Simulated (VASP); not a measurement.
# Tl in VASP: notebook

Runs on Tl. Level: PBE. Tasks: single point.

Program: VASP 6.6.1. These are calculated values, not measurements. Logs are shortened: lines on timing, memory, paths and dates and some standing lists are left out, and cuts for length are marked.

## 1. The cell of the first run

The cell holds a sheet with vacuum, 2 atoms: a = 3.969 Å, b = 3.969 Å, c = 17.000 Å, α = 90.00°, β = 90.00°, γ = 120.00°.

The cell was generated, and may not be a known phase.

## 2. Single point, PBE

INCAR

```
ALGO = Normal ; DIPOL = 0.5 0.5 0.500
EDIFF = 1E-6 ; ENCUT = 520
GGA = PE ; IDIPOL = 3
ISIF = 2 ; ISMEAR = 0
LASPH = True ; LCHARG = True
LDIPOL = True ; LELF = True
LREAL = False ; LVACPOTAV = True
LVHAR = True ; LWAVE = False
NBANDS = 20 ; NELM = 80
PREC = Accurate ; SIGMA = 0.1
```

KPOINTS

```
k-points
0
Gamma
  6 6 1
```

POSCAR

```
Tl
1.0
    3.9686370000      0.0000000000      0.0000000000
   -1.9843180000      3.4369400000      0.0000000000
    0.0000000000      0.0000000000     17.0000000000
Tl
2
Direct
    0.0000000000      0.0000000000      0.4167127400
    0.0000000000      0.0000000000      0.5832872600
```

Potentials or basis: VASP PAW PBE potentials, release 64 (Tl_d).

Started as:

```sh
cat potpaw_PBE.64/Tl_d/POTCAR > POTCAR
mpirun -np 1 vasp_std > vasp.out
```

OUTCAR:

```text
EDIFF = 1E-6
   ENCUT = 520
   GGA = PE
   ISIF = 2
   ISMEAR = 0
   LASPH = True
   LREAL = False
   NELM = 80
   PREC = Accurate

 ion  position               nearest neighbor table
   1  0.000  0.000  0.417-   2 2.83
   2  0.000  0.000  0.583-   1 2.83

  LATTYP: Found a hexagonal cell.
 ALAT       =     3.9686370000
 C/A-ratio  =     4.2835865311

  Lattice vectors:

 A1 = (   3.9686370000,   0.0000000000,   0.0000000000)
 A2 = (  -1.9843180000,   3.4369400000,   0.0000000000)
 A3 = (   0.0000000000,   0.0000000000,  17.0000000000)

Analysis of symmetry for initial positions (statically):
=====================================================================
 Subroutine PRICEL returns:
 Original cell was already a primitive cell.

 Routine SETGRP: Setting up the symmetry group for a
 hexagonal supercell.

 Subroutine GETGRP returns: Found 24 space group operations
 (whereof 24 operations were pure point group operations)
 out of a pool of 24 trial point group operations.

The static configuration has the point symmetry D_6h.

Analysis of symmetry for dynamics (positions and initial velocities):
=====================================================================
 Subroutine PRICEL returns:
 Original cell was already a primitive cell.

 Routine SETGRP: Setting up the symmetry group for a
 hexagonal supercell.

 Subroutine GETGRP returns: Found 24 space group operations
 (whereof 24 operations were pure point group operations)
 out of a pool of 24 trial point group operations.

The dynamic configuration has the point symmetry D_6h.

 Subroutine INISYM returns: Found 24 space group operations
 (whereof 24 operations are pure point group operations),
 and found     1 'primitive' translations

----------------------------------------------------------------------------------------

                                     Primitive cell

  volume of cell :     231.8794

  direct lattice vectors                    reciprocal lattice vectors
     3.968637000  0.000000000  0.000000000     0.251975678  0.145478209  0.000000000
    -1.984318000  3.436940000  0.000000000     0.000000000  0.290956490  0.000000000
     0.000000000  0.000000000 17.000000000     0.000000000  0.000000000  0.058823529

  length of vectors
     3.968637000  3.968636351 17.000000000     0.290956443  0.290956490  0.058823529

  position of ions in fractional coordinates (direct lattice)
     0.000000000  0.000000000  0.416712740
     0.000000000  0.000000000  0.583287260

  ion indices of the primitive-cell ions
   primitive index   ion index
                 1           1
                 2           2

----------------------------------------------------------------------------------------

 KPOINTS: k-points

Automatic generation of k-mesh.
 Grid dimensions read from file:
 generate k-points for:    6    6    1

 Generating k-lattice:

  Cartesian coordinates                     Fractional coordinates (reciprocal lattice)
     0.041995946  0.024246368  0.000000000     0.166666667  0.000000000  0.000000000
     0.000000000  0.048492748  0.000000000     0.000000000  0.166666667  0.000000000
     0.000000000  0.000000000  0.058823529     0.000000000  0.000000000  1.000000000

  Length of vectors
     0.048492740  0.048492748  0.058823529

  Shift w.r.t. Gamma in fractional coordinates (k-lattice)
     0.000000000  0.000000000  0.000000000

 Subroutine IBZKPT returns following result:
 ===========================================

 Found      7 irreducible k-points:

 Following reciprocal coordinates:
            Coordinates               Weight
  0.000000  0.000000  0.000000      1.000000
  0.166667 -0.000000  0.000000      6.000000
  0.333333  0.000000  0.000000      6.000000
  0.500000  0.000000  0.000000      3.000000
  0.166667  0.166667  0.000000      6.000000
  0.333333  0.166667  0.000000     12.000000
  0.333333  0.333333  0.000000      2.000000
   k-points           NKPTS =      7   k-points in BZ     NKDIM =      7   number of bands    NBANDS=     20
   number of dos      NEDOS =    301   number of ions     NIONS =      2
   total plane-waves  NPLWV = 113400
   dimension x,y,z NGX =    30 NGY =   30 NGZ =  126
   dimension x,y,z NGXF=    60 NGYF=   60 NGZF=  252
   ions per type =               2
   NGX,Y,Z   is equivalent  to a cutoff of  12.57, 12.57, 12.32 a.u.
   NGXF,Y,Z  is equivalent  to a cutoff of  25.13, 25.13, 24.64 a.u.
 SYSTEM =  unknown system
   PREC   = accura    normal or accurate (medium, high low for compatibility)
   ISTART =      0    job   : 0-new  1-cont  2-samecut
   ICHARG =      2    charge: 1-file 2-atom 10-const
   ISPIN  =      1    spin polarized calculation?
   LNONCOLLINEAR =      F non collinear calculations
   LSORBIT =      F    spin-orbit coupling
   LASPH  =      T    aspherical Exc in radial PAW
   ENCUT  =  520.0 eV  38.22 Ry    6.18 a.u.   7.38  7.38 31.61*2*pi/ulx,y,z
   NELM   =     80;   NELMIN=  2; NELMDL= -5     # of ELM steps
   EDIFF  = 0.1E-05   stopping-criterion for ELM
   LREAL  =      F    real-space projection
   EDIFFG = 0.1E-04   stopping-criterion for IOM
   NSW    =      0    number of steps for IOM
   IBRION =     -1    ionic relax: 0-MD 1-quasi-New 2-CG
   NFREE  =      0    steps in history (QN), initial steepest desc. (CG)
   ISIF   =      2    stress and relaxation
   ISYM   =      2    0-nonsym 1-usesym 2-fastsym
   POTIM  = 0.5000    time-step for ionic-motion
   TEBEG  =    0.0;   TEEND  =   0.0 temperature during run
   PSTRESS=    0.0 pullay stress
   NELECT =      26.0000    total number of electrons
   NUPDOWN=      -1.0000    fix difference up-down
   EMIN   =  10.00;   EMAX   =-10.00  energy-range for DOS
   EFERMI =   0.00;   METHOD = LEGACY
   ISMEAR =     0;   SIGMA  =   0.10  broadening in eV -4-tet -1-fermi 0-gaus
   EFERMI_NEDOS =   21; number of points for ismear=-14 and -15
   IALGO  =     38    algorithm
   IMIX   =      4    mixing-type and parameters
     AMIX     =   0.40;   BMIX     =  1.00
     AMIX_MAG =   1.60;   BMIX_MAG =  1.00
  volume/ion in A,a.u.               =     115.94       782.40
  Fermi-wavevector in a.u.,A,eV,Ry     =   0.789427  1.491800  8.479078  0.623195
  Thomas-Fermi vector in A             =   1.894566
   LORBIT       =      0    0 simple, 1 ext, 2 COOP (PROOUT), +10 PAW based schemes
   GGA     = PE    functional components
   LHFCALC =     F    Hartree Fock is set to
   AEXX    =    0.0000 exact exchange contribution
   IVDW    =     0    specifies the selected vdW correction
   LEPSILON=     F    determine dielectric tensor
   LRPA    =     F    only Hartree local field effects (RPA)
 non-spin polarized calculation
 Gauss-broadening in eV      SIGMA  =   0.10
  energy-cutoff  :      520.00
  volume of cell :      231.88
 maximum number of plane-waves:      6297
 NGX is ok and might be reduce to    30
   NGX = 15   NGY = 15   NGZ = 63

 dipolmoment           0.000000      0.000000     -0.000000 electrons x Angstroem

 number of electron      26.0000006 magnetization

 dipolmoment           0.000000      0.000000      0.000000 electrons x Angstroem

 Free energy of the ion-electron system (eV)
  ---------------------------------------------------
  ext. energy  EPLUGINS =         0.00000000
  ---------------------------------------------------
  free energy    TOTEN  =        -3.53545421 eV

  energy without entropy =       -3.52154506  energy(sigma->0) =       -3.52849963

 E-fermi :  -0.9285     XC(G=0):  -3.7588

 val. band max:       -1.4220683126   @ k =   0.3333   0.0000   0.0000
 cond. band min:      -0.9232121408   @ k =   0.1667   0.1667   0.0000
 fundamental gap:      0.4988561718
 Fermi energy:        -0.9285355041

 k-point     1 :       0.0000    0.0000    0.0000
  band No.  band energies     occupation
      1     -13.4380      2.00000
      2     -12.9594      2.00000
      3     -12.9594      2.00000
      4     -12.8039      2.00000
      5     -12.8039      2.00000
      6     -12.7393      2.00000
      7     -12.7393      2.00000
      8     -12.5461      2.00000
      9     -12.5461      2.00000
     10     -12.5167      2.00000
     11      -9.2943      2.00000
     12      -7.0210      2.00000
     13      -1.8381      2.00000
     14       1.3416      0.00000
     15       2.2302      0.00000
     16       3.7713      0.00000
     17       3.9059      0.00000
     18       3.9356      0.00000
     19       3.9356      0.00000
     20       5.9908      0.00000

 k-point     2 :       0.1667   -0.0000    0.0000
  band No.  band energies     occupation
      1     -13.4284      2.00000
      2     -12.9852      2.00000
      3     -12.9652      2.00000
      4     -12.8115      2.00000
      5     -12.7666      2.00000
      6     -12.7463      2.00000
      7     -12.7056      2.00000
      8     -12.5606      2.00000
      9     -12.5494      2.00000
     10     -12.4816      2.00000
     11      -8.9837      2.00000
     12      -6.7301      2.00000
     13      -1.5013      2.00000
     14       1.4519      0.00000
     15       1.6727      0.00000
     16       2.5854      0.00000
     17       3.2895      0.00000
     18       3.4581      0.00000
     19       4.1272      0.00000
     20       4.2622      0.00000

 k-point     3 :       0.3333    0.0000    0.0000
  band No.  band energies     occupation
      1     -13.4105      2.00000
      2     -13.0350      2.00000
      3     -12.9765      2.00000
      4     -12.8292      2.00000
      5     -12.7663      2.00000
      6     -12.6906      2.00000
      7     -12.6372      2.00000
      8     -12.5887      2.00000
      9     -12.5560      2.00000
     10     -12.4088      2.00000
     11      -8.1668      2.00000
     12      -5.9402      2.00000
     13      -1.4221      2.00000
     14      -0.5834      0.00000
     15       0.4627      0.00000
     16       2.3547      0.00000
     17       2.7574      0.00000
     18       3.5688      0.00000
     19       4.3009      0.00000
     20       4.9732      0.00000

 k-point     4 :       0.5000    0.0000    0.0000
  band No.  band energies     occupation
      1     -13.4022      2.00000
      2     -13.0592      2.00000
      3     -12.9821      2.00000
      4     -12.8390      2.00000
      5     -12.7778      2.00000
      6     -12.6519      2.00000
      7     -12.6024      2.00000
      8     -12.6022      2.00000
      9     -12.5595      2.00000
     10     -12.3722      2.00000
     11      -7.5586      2.00000
     12      -5.3204      2.00000
     13      -2.7232      2.00000
     14      -0.9094      0.78669
     15       0.0568      0.00000
     16       1.9781      0.00000
     17       3.9075      0.00000
     18       3.9378      0.00000
     19       4.0375      0.00000
     20       4.9931      0.00000

 k-point     5 :       0.1667    0.1667    0.0000
  band No.  band energies     occupation
      1     -13.4145      2.00000
      2     -13.0180      2.00000
      3     -12.9790      2.00000
      4     -12.8110      2.00000
      5     -12.7438      2.00000
      6     -12.7231      2.00000
      7     -12.6714      2.00000
      8     -12.5791      2.00000
      9     -12.5568      2.00000
     10     -12.4279      2.00000
     11      -8.4131      2.00000
     12      -6.1823      2.00000
     13      -0.9232      0.93999
     14      -0.3552      0.00000
     15       1.4512      0.00000
     16       1.6154      0.00000
     17       2.4695      0.00000
     18       3.2589      0.00000
     19       3.4997      0.00000
     20       4.8139      0.00000

 k-point     6 :       0.3333    0.1667    0.0000
  band No.  band energies     occupation
      1     -13.4012      2.00000
      2     -13.0465      2.00000
      3     -12.9959      2.00000
      4     -12.8057      2.00000
      5     -12.7422      2.00000
      6     -12.6847      2.00000
      7     -12.6337      2.00000
      8     -12.5942      2.00000
      9     -12.5662      2.00000
     10     -12.3793      2.00000
     11      -7.6151      2.00000
     12      -5.3800      2.00000
     13      -2.1205      2.00000
     14      -0.2855      0.00000
     15       0.0196      0.00000
     16       0.4206      0.00000
     17       2.2669      0.00000
     18       3.7528      0.00000
     19       4.2328      0.00000
     20       5.0773      0.00000

 k-point     7 :       0.3333    0.3333    0.0000
  band No.  band energies     occupation
      1     -13.3960      2.00000
      2     -13.0291      2.00000
      3     -13.0291      2.00000
      4     -12.7378      2.00000
      5     -12.7378      2.00000
      6     -12.6782      2.00000
      7     -12.6782      2.00000
      8     -12.5839      2.00000
      9     -12.5839      2.00000
     10     -12.3720      2.00000
     11      -7.3073      2.00000
     12      -5.0557      2.00000
     13      -1.5161      2.00000
     14      -1.5161      2.00000
     15       0.3032      0.00000
     16       0.3032      0.00000
     17       0.4171      0.00000
     18       4.7689      0.00000
     19       4.8873      0.00000
     20       4.8873      0.00000

------------------------ aborting loop because EDIFF is reached ----------------------------------------

  FORCE on cell =-STRESS in cart. coord.  units (eV):
  Direction    XX          YY          ZZ          XY          YZ          ZX
  --------------------------------------------------------------------------------------
  -------------------------------------------------------------------------------------
  Total       -2.1016029     -2.1016024      1.9402685     -0.0000003      0.0000000      0.0000000
  in kB      -14.5210828    -14.5210789     13.4063379     -0.0000021      0.0000000      0.0000000
  external PRESSURE =      -5.2119413 kB  Pullay stress =       0.0000000 kB

 VOLUME and BASIS-vectors are now :
 -----------------------------------------------------------------------------
  energy-cutoff  :      520.00
  volume of cell :      231.88
      direct lattice vectors                 reciprocal lattice vectors
     3.968637000  0.000000000  0.000000000     0.251975678  0.145478209  0.000000000
    -1.984318000  3.436940000  0.000000000     0.000000000  0.290956490  0.000000000
     0.000000000  0.000000000 17.000000000     0.000000000  0.000000000  0.058823529

 POSITION                                       TOTAL-FORCE (eV/Angst)
 -----------------------------------------------------------------------------------
      0.00000      0.00000      7.08412        -0.000000     -0.000000     -0.695832
      0.00000      0.00000      9.91588         0.000000      0.000000      0.695832
 -----------------------------------------------------------------------------------
    total drift:                                0.000000      0.000000      0.000000

  FREE ENERGIE OF THE ION-ELECTRON SYSTEM (eV)
  ---------------------------------------------------
  free  energy   TOTEN  =        -3.5354542100 eV

  energy  without entropy=       -3.5215450579  energy(sigma->0) =       -3.52849963

 vacuum level on the upper side and lower side of the slab         2.660         2.660
```

Wall time 46 s (1 thread of Intel Xeon Platinum 8259CL at 2.50GHz (Skylake/Cascade Lake), shared host); peak memory 0.32 GiB.

Results:

* Free energy: -3.5355 eV
* Largest force: 0.696 eV/Å
* Band gap on the k mesh: zero (bands 13 and 14 overlap by 0.59 eV)

Forces on the atoms (eV/Å):
```
Tl   0.000  0.000 -0.696
Tl   0.000  0.000  0.696
```

Caveat: spin-orbit coupling is left out, which moves the levels of the heavy elements.

## 3. Single point, PBE

This run uses another cell than the first one.

INCAR

```
SYSTEM = Tl
PREC = Accurate
ENCUT = 520
EDIFF = 1E-7
ISMEAR = 0
SIGMA = 0.1
LREAL = .FALSE.
LASPH = .TRUE.
NELM = 100
ALGO = Normal
ISIF = 2
LWAVE = .FALSE.
LCHARG = .FALSE.
LDIPOL = .TRUE.
IDIPOL = 3
DIPOL = 0.5 0.5 0.288
GGA = PE
NBANDS = 20
```

KPOINTS

```
Automatic mesh
0
G
  18 18 1
  0 0 0
```

POSCAR

```
Tl
1.0
    3.3562132387     -0.0000002441      0.0000000000
   -1.6781064080      2.9065660473      0.0000000000
    0.0000000000      0.0000000000     29.4635336800
Tl
2
Direct
    0.0000000000      0.0000000000      0.2333461791
    0.0000000000      0.0000000000      0.3436382446
```

Potentials or basis: VASP PAW PBE potentials, release 64 (Tl_d).

Started as:

```sh
cat potpaw_PBE.64/Tl_d/POTCAR > POTCAR
mpirun -np 1 vasp_std > vasp.out
```

Wall time 4.5 min (1 thread of Intel Xeon Platinum 8259CL at 2.50GHz (Skylake/Cascade Lake), shared host); peak memory 0.52 GiB.

It converged, with:

| Item | Value |
| --- | --- |
| Free energy | -4.0941 eV |
| Band gap on the k mesh | zero (bands 13 and 14 overlap by 1.69 eV) |

Levels at points of the mesh, in eV from the Fermi level:
```csv
k point,band 9,band 10,band 11,band 12,band 13,band 14,band 15,band 16,band 17,band 18
"(0.00, 0.00, 0.00)",-11.32,-11.32,-9.14,-7.67,-1.82,1.21,3.25,3.67,3.79,4.44
"(0.50, 0.00, 0.00)",-11.15,-11.14,-5.13,-3.84,-2.24,-1.11,1.69,5.10,5.44,5.61
```

Caveat: spin-orbit coupling is left out, which moves the levels of the heavy elements.

## 4. Single point, PBE

This run uses another cell than the first one.

INCAR

```
SYSTEM = Tl
ALGO = Normal ; DIPOL = 0.5 0.5 0.288
EDIFF = 1E-6 ; ENCUT = 520
GGA = PE ; IDIPOL = 3
ISIF = 2 ; ISMEAR = 0
LASPH = .True. ; LCHARG = .True.
LDIPOL = .True. ; LELF = .True.
LREAL = .False. ; LVACPOTAV = .True.
LVHAR = .True. ; LWAVE = .False.
NBANDS = 20 ; NELM = 60
PREC = Accurate ; SIGMA = 0.1
```

KPOINTS

```
k-points
0
Gamma
  18 18 1
  0 0 0
```

POSCAR

```
Tl
1.0
    3.3770485108     -0.0000002456      0.0000000000
   -1.6885240427      2.9246099230      0.0000000000
    0.0000000000      0.0000000000     29.4635336800
Tl
2
Direct
    0.0000000000      0.0000000000      0.2357586622
    0.0000000000      0.0000000000      0.3412257615
```

Started as:

```sh
cat potpaw_PBE.64/Tl_d/POTCAR > POTCAR
mpirun -np 1 vasp_std > vasp.out
```

Run time: 4.5 min. Hardware: 1 thread of Intel Xeon Platinum 8259CL at 2.50GHz (Skylake/Cascade Lake), shared host; peak memory 0.51 GiB.

Results (log left out):

```yaml
Free_energy: -4.0810 eV
Largest_force: 0.192 eV/Å
Band_gap_on_the_k_mesh: zero (bands 13 and 14 overlap by 1.39 eV)
```

Forces in eV/Å, atoms in the order of the input:
```
Tl   0.000  0.000 -0.192
Tl   0.000  0.000  0.192
```

Levels at points of the mesh, in eV from the Fermi level:
| k point | band 11 | band 12 | band 13 | band 14 | band 15 | band 16 |
| --- | --- | --- | --- | --- | --- | --- |
| (0.00, 0.00, 0.00) | -9.24 | -7.47 | -1.76 | 1.49 | 3.34 | 3.78 |
| (0.50, 0.00, 0.00) | -5.33 | -3.76 | -2.30 | -0.97 | 1.66 | 5.38 |

Caveat: spin-orbit coupling is left out, which moves the levels of the heavy elements.

## 5. Summary

| cell | k mesh | gap on the mesh (eV) | largest force (eV/Å) |
| --- | --- | --- | --- |
| a = 3.969, b = 3.969, c = 17.000 Å, angles 90.0, 90.0, 120.0°, 2 atoms, atomic positions A | 6 × 6 × 1 | none | 0.70 |
| a = 3.356, b = 3.356, c = 29.464 Å, angles 90.0, 90.0, 120.0°, 2 atoms, atomic positions B | 18 × 18 × 1 | none | - |
| a = 3.377, b = 3.377, c = 29.464 Å, angles 90.0, 90.0, 120.0°, 2 atoms, atomic positions C | 18 × 18 × 1 | none | 0.19 |

Alike in all rows: task single point; level PBE; potentials or basis VASP PAW PBE potentials, release 64 (Tl_d); no spin polarisation; cutoff (eV) 520; smearing gaussian 0.1 eV.

Caveats: spin-orbit coupling is left out, which moves the levels of the heavy elements.

Total energies depend on the potentials used, so only differences within one code and one set of settings carry meaning.

The gap in the log of VASP goes by the Fermi energy; the results here count the filled bands.